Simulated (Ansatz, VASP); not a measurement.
**Sr: VASP beside Ansatz**

INCAR

```
SYSTEM = Sr
PREC = Accurate ; ENCUT = 500
EDIFF = 1E-6 ; ISMEAR = -1
SIGMA = 0.1 ; LREAL = .False.
LASPH = .True. ; NELM = 120
ALGO = Normal ; ISIF = 2
LWAVE = .False. ; LCHARG = .True.
GGA = PE ; LELF = .True.
LVHAR = .True. ; NBANDS = 11
GGA_COMPAT = .False.
```

Contents of KPOINTS:

```
regular mesh
0
Gamma
  13 13 13
  0 0 0
```

File POSCAR:

```
Sr
1.0
    0.0000000000      2.5674846065      2.5674846065
    2.5674846065      0.0000000000      2.5674846065
    2.5674846065      2.5674846065      0.0000000000
Sr
1
Direct
    0.0000000000      0.0000000000      0.0000000000
```

Input for Ansatz:

```yaml
crystal:
  lattice:
    - [0.0, 2.5674846065, 2.5674846065]
    - [2.5674846065, 0.0, 2.5674846065]
    - [2.5674846065, 2.5674846065, 0.0]
  atoms:
    - { symbol: Sr, position: [0.0, 0.0, 0.0] }
kpoints:
  mp_grid: { grid: [13, 13, 13] }
scf:
  occupations: { method: fermi_dirac, width: 0.1 }
hamiltonian:
  xc: pbe
  pseudopotentials: { kind: paw }
output:
  forces: true
  stress: true
  eigenvalues: true
```

Change from the starting cell: volume scaled by 0.615, to set the pressure.

Alike in both runs: task single point; functional PBE; k mesh 13 × 13 × 13; occupations fermi-dirac, width 0.1 eV; no spin polarisation.

|  | VASP | Ansatz |
| --- | --- | --- |
| version | VASP 6.6.1 | Ansatz 0.2.0 |
| potentials or method | VASP PAW PBE potentials, release 64 (Sr_sv) | PAW with Ansatz's default frozen-core files, scalar-relativistic |
| plane-wave cutoff (eV) | 500 | 420 |
| valence electrons in the cell | 10 | 10 |

Ansatz gave:

| Item | Value |
| --- | --- |
| pressure (GPa) | 11.9 |

Problem. Which values does VASP return?

Solution. Pressure (GPa): 12.0.

With one functional, cell and mesh, what is left measures potentials, basis and numerics.
